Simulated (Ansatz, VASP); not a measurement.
## One calculation of Re, two programs

```xyz
1
Lattice="0.0000 1.9617 1.9617 1.9617 0.0000 1.9617 1.9617 1.9617 0.0000" Properties=species:S:1:pos:R:3 pbc="T T T"
Re    0.0000    0.0000    0.0000
```

Change from the starting cell: volume scaled by 0.98.

Alike in both runs: task single point; functional LDA; k mesh 14 × 14 × 14; occupations fermi-dirac, width 0.03 eV; no spin polarisation.

|  | VASP | Ansatz |
| --- | --- | --- |
| version | VASP 6.6.1 | Ansatz 0.2.0 |
| potentials or method | VASP PAW LDA potentials, release 64 (Re), cutoff 520 eV | all-electron LAPW, scalar-relativistic |

|  | VASP | Ansatz | Ansatz less VASP |
| --- | --- | --- | --- |
| pressure (GPa) | -16.9 | -17.7 | -0.79 |

LDA's correlation is that of Perdew and Zunger in VASP and of Perdew and Wang (1992) in Ansatz. Ansatz ran all-electron here, and VASP with PAW potentials.

Spin-orbit coupling is off throughout.
